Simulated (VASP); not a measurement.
Runs of VASP 6.6.1 on GaAs. The structure is that of space group F-43m (No. 216), or close to it. The cells are those of the table. 

```tsv
task	level	cell	cutoff (eV)	gap on the mesh (eV)	pressure (GPa)	relaxed volume (Å³/atom)
relaxation of cell and atoms	PBEsol	relaxed from a = 3.998 Å, angles 60.0°, 2 atoms	600	0.42	0.0	22.69
relaxation of cell and atoms	PBE	relaxed from a = 3.998 Å, angles 60.0°, 2 atoms	600	0.15	0.0	(b)
relaxation of cell and atoms	PBE+D4	relaxed from a = 3.998 Å, angles 60.0°, 2 atoms	600	0.47	0.0	22.73
single point	PBE	a = 4.062 Å, angles 60.0°, 2 atoms	520	(a)	0.2	-
single point	PBEsol	a = 4.001 Å, angles 60.0°, 2 atoms	520	(c)	0.2	-
single point	PBE+D4	a = 4.002 Å, angles 60.0°, 2 atoms	520	0.50	0.2	-
```

Alike in all rows: potentials or basis VASP PAW PBE potentials, release 64 (Ga_d, As); no spin polarisation; k mesh 8 × 8 × 8; smearing gaussian 0.01 eV.

**Question.** Estimate the missing entries.

**Answer.** (a) 0.17; (b) 23.75; (c) 0.44.

Caveats: the PAW data sets were made with another functional, which shifts forces and pressure a little (some runs).

A k mesh can miss the band edges, and the runs leave out spin-orbit coupling on As, Ga.
